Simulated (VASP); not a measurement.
A run of VASP 6.6.1 is set up as follows.

Contents of INCAR:

```
SYSTEM = Si
PREC = Accurate ; ENCUT = 500
EDIFF = 1E-6 ; ISMEAR = 0
SIGMA = 0.01 ; LREAL = .False.
LASPH = .True. ; NELM = 120
ALGO = Normal ; ISIF = 2
LWAVE = .False. ; LCHARG = .True.
GGA = PS ; LELF = .True.
LVHAR = .True. ; NBANDS = 11
GGA_COMPAT = .False.
```

KPOINTS

```
Automatic mesh
0
Gamma
  4 4 4
  0 0 0
```

File POSCAR:

```
Si
1.0
   -0.0392800000      2.6565700000      2.6864200000
    2.6717600000     -0.0612400000      2.7083800000
    2.6479600000      2.6547300000     -0.0374400000
Si
2
Direct
    0.7277800000      0.7563600000      0.7492800000
    0.4770444952      0.5122499516      0.5203330840
```

Potentials or basis: VASP PAW PBE potentials, release 64 (Si).

Run with:

```sh
$ cat potpaw_PBE.64/Si/POTCAR > POTCAR
$ mpirun -np 1 vasp_std > vasp.out
```

Problem. What does it give for the pressure?

Solution. 4.2 GPa.

Problem. Predict the largest force.

Solution. 1.801 eV/Å.

Forces in eV/Å, atoms in the order of the input:
```
Si   1.352  0.969  0.690
Si  -1.352 -0.969 -0.690
```

Caveat: the k points lie up to 0.50 Å⁻¹ apart; the PAW data sets were made with another functional, which shifts forces and pressure a little.
